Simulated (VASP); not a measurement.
Wanted: the native input for a VASP 6.6.1 run.

```yaml
Task: single point
Functional: PBE
Potentials_or_basis: VASP PAW PBE potentials, release 64 (La, Nb_sv, O)
Cutoff: 520 eV
k_mesh: 4 × 4 × 4
Occupations: gaussian, width 0.15 eV
Spin: no spin polarisation
Dipole_correction: no
Further_INCAR_settings: ALGO = Normal; EDIFF = 1e-07; NBANDS = 42
```

The structure of La2NbO5 lies in POSCAR:

```
La2NbO5
1.0
   -1.9923632249      1.9923632249      7.9584858171
    1.9923632249     -1.9923632249      7.9584858171
    1.9923632249      1.9923632249     -7.9584858171
La Nb O
2 1 5
Direct
    0.3503662083      0.3503662083      0.0000000000
    0.6905177697      0.6905177697      0.0000000000
   -0.0061141322     -0.0061141322      0.0000000000
    0.1092964481      0.1092964481      0.0000000000
    0.4647625277      0.9647625277      0.5000000000
    0.9647625277      0.4647625277      0.5000000000
    0.2657043253      0.7657043253      0.5000000000
    0.7657043253      0.2657043253      0.5000000000
```

The input as run:

INCAR

```
ALGO = Normal
EDIFF = 1E-7
ENCUT = 520
GGA = PE
ISIF = 2
ISMEAR = 0
LASPH = T
LCHARG = T
LELF = T
LREAL = F
LVHAR = T
LWAVE = F
NBANDS = 42
NELM = 60
PREC = Accurate
SIGMA = 0.15
```

KPOINTS

```
k-points
0
Gamma
  4 4 4
```

Potentials or basis: VASP PAW PBE potentials, release 64 (La, Nb_sv, O).

Launch:

```console
$ cat potpaw_PBE.64/La/POTCAR potpaw_PBE.64/Nb_sv/POTCAR potpaw_PBE.64/O/POTCAR > POTCAR
$ mpirun -np 1 vasp_std > vasp.out
```

It gave:

```json
{
 "Pressure": "-0.1 GPa",
 "Largest force": "0.045 eV/Å",
 "Band gap on the k mesh": "zero (an odd number of electrons rules out a gap without spin polarisation)"
}
```

Caveat: the k points lie up to 0.41 Å⁻¹ apart, too coarse for converged energies and pressures of a metal; spin-orbit coupling is left out, which moves the levels of the heavy elements; an odd number of electrons without spin polarisation forces a metal; a magnetic or distorted state may lie lower.

Run time: 3.9 min on 1 thread of Intel(R) Xeon(R) 6975P-C (Granite Rapids), with other jobs on the host, peak memory 0.6 GiB.
